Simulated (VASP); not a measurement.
A run of VASP 6.6.1:

Contents of INCAR:

```
PREC = Accurate
ENCUT = 520
EDIFF = 1E-6
ISMEAR = 0
SIGMA = 0.01
LREAL = F
LASPH = T
NELM = 60
ALGO = Normal
ISIF = 2
LWAVE = F
LCHARG = F
GGA = PS
NBANDS = 28
```

Contents of KPOINTS:

```
regular mesh
0
Gamma
  4 4 4
```

The input POSCAR:

```
PbS
1.0
    2.0799526900     -5.9912968600      0.0000000000
    2.0799526900      5.9912968600      0.0000000000
    0.0000000000      0.0000000000      4.2793209400
Pb S
2 2
Direct
    0.8694366506      0.1305633494      0.7499999988
    0.1305633494      0.8694366506      0.2499999988
    0.6452029102      0.3547970898      0.7499999988
    0.3547970898      0.6452029102      0.2499999988
```

Potentials or basis: VASP PAW PBE potentials, release 64 (Pb_d, S).

The run is started by

```bash
$ cat potpaw_PBE.64/Pb_d/POTCAR potpaw_PBE.64/S/POTCAR > POTCAR
$ mpirun -np 1 vasp_std > vasp.out
```

Hardware: 1 thread of AMD EPYC 7R13, with other jobs on the host.

Q: Estimate the wall time of this run.

A: Run time: 2.7 min on 1 thread of AMD EPYC 7R13, on a shared host, peak memory 0.24 GiB. Counts: scf iterations 13, k points 21.
